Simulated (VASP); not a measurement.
Here is a VASP 6.6.1 calculation.

The input INCAR:

```
ALGO = Fast
EDIFF = 1E-7
ENCUT = 520
GGA = PE
ISIF = 2
ISMEAR = 0
LASPH = True
LCHARG = False
LREAL = False
LWAVE = False
NBANDS = 12
NELM = 60
PREC = Accurate
SIGMA = 0.15
```

KPOINTS

```
k-points
0
Gamma
  22 22 22
```

POSCAR

```
Cu
1.0
   -1.4978000000      1.4978000000      1.4050000000
    1.4978000000     -1.4978000000      1.4050000000
    1.4978000000      1.4978000000     -1.4050000000
Cu
1
Direct
    0.0000000000      0.0000000000      0.0000000000
```

Potentials or basis: VASP PAW PBE potentials, release 64 (Cu).

The run is started by

```bash
$ cat potpaw_PBE.64/Cu/POTCAR > POTCAR
$ mpirun -np 1 vasp_std > vasp.out
```

Question: What does it give for the pressure?

Answer: -5.4 GPa.

Stress tensor (GPa, compression positive):
```
-5.36  0.00  0.00
 0.00 -5.36  0.00
 0.00  0.00 -5.52
```
